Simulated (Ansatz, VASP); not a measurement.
**Mg: VASP beside Ansatz**

```
Mg
1.0
     0.00000    2.25912    2.25912
     2.25912    0.00000    2.25912
     2.25912    2.25912    0.00000
Mg
1
Cartesian
  0.0000 0.0000 0.0000
```

Change from the starting cell: volume scaled by 1.02, crystal datasets.

Alike in both runs: task electric field gradients; functional PBE; k mesh 16 × 16 × 16; occupations fermi-dirac, width 0.03 eV; no spin polarisation.

|  | VASP | Ansatz |
| --- | --- | --- |
| version | VASP 6.6.1 | Ansatz 0.2.0 |
| potentials or method | VASP PAW PBE potentials, release 64 (Mg), cutoff 520 eV | all-electron PAW with datasets made for the crystal, scalar-relativistic |

```csv
,VASP,Ansatz,Ansatz less VASP
pressure (GPa),0.0,0.1,+0.10
```

Ansatz ran all-electron here, and VASP with PAW potentials.
